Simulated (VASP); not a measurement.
A run of VASP 6.6.1 is set up as follows.

INCAR

```
ALGO = Normal ; EDIFF = 1E-6
ENCUT = 520 ; GGA = PE
ISIF = 2 ; ISMEAR = -1
LASPH = T ; LCHARG = F
LREAL = F ; LWAVE = F
NBANDS = 16 ; NELM = 100
PREC = Accurate ; SIGMA = 0.02
```

The input KPOINTS:

```
k-points
0
Gamma
  12 12 6
```

File POSCAR:

```
BN
1.0
    2.4615253565      0.0000000000      0.0000000000
   -1.2307626782      2.2031247321      0.0000000000
    0.0000000000      0.0000000000      4.2078167785
B N
2 2
Direct
    0.6667901827      0.3335803655      0.0004246968
    0.3332098173      0.6664196345      0.5004246968
    0.6651842530      0.3303685060      0.3745753032
    0.3348157470      0.6696314940      0.8745753032
```

Potentials or basis: VASP PAW PBE potentials, release 64 (B, N).

Run with:

```console
$ cat potpaw_PBE.64/B/POTCAR potpaw_PBE.64/N/POTCAR > POTCAR
$ mpirun -np 1 vasp_std > vasp.out
```

Question: Estimate the pressure.

Answer: 18.9 GPa.

Question: Estimate the band gap on the k mesh.

Answer: 4.89 eV, indirect (least direct gap 8.09 eV).

Question: Predict the largest force.

Answer: 0.046 eV/Å.

Stress tensor (GPa, compression positive):
```
39.54  0.00  0.00
 0.00  9.99  0.00
 0.00  0.00  7.03
```

Caveat: the cell differs from its parent crystal (uniaxial x strain -3.2%). A k mesh can miss the band edges.
